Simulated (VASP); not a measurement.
Crystal: CaSe.

```
Ca Se
1.0
     3.63478    0.00000    0.00000
     0.00000    3.63478    0.00000
     0.00000    0.00000    3.63478
Ca Se
1 1
Direct
  0.00000 0.00000 0.00000
  0.50000 0.50000 0.50000
```

Base run:

| Item | Value |
| --- | --- |
| Program | VASP 6.6.1 |
| Functional | PBE |
| Potentials or basis | VASP PAW PBE potentials, release 64 (Ca_sv, Se) |
| Cutoff | 520 eV |
| k mesh | 6 × 6 × 6 |
| Occupations | gaussian, width 0.01 eV |
| Spin | no spin polarisation |

Its results: band gap on the k mesh 0.76 eV, direct; pressure 0.9 GPa.

Task: After a change of settings the same cell gave: band gap on the k mesh 1.24 eV, direct; pressure 0.2 GPa. Which change was it?
A. functional from PBE to r2SCAN
B. further incar settings from ALGO = Normal; EDIFF = 1e-06; NBANDS = 15 to ALGO = Normal; EDIFF = 1e-07; NBANDS = 15
C. functional from PBE to HSE06; k mesh from 6 × 6 × 6 to 4 × 4 × 4

Result: A.

r2SCAN gives the wider gap, since meta-GGAs in the generalised Kohn-Sham scheme recover part of the derivative discontinuity.

Caveats: the PAW data sets were made with another functional, which shifts forces and pressure a little (some runs).
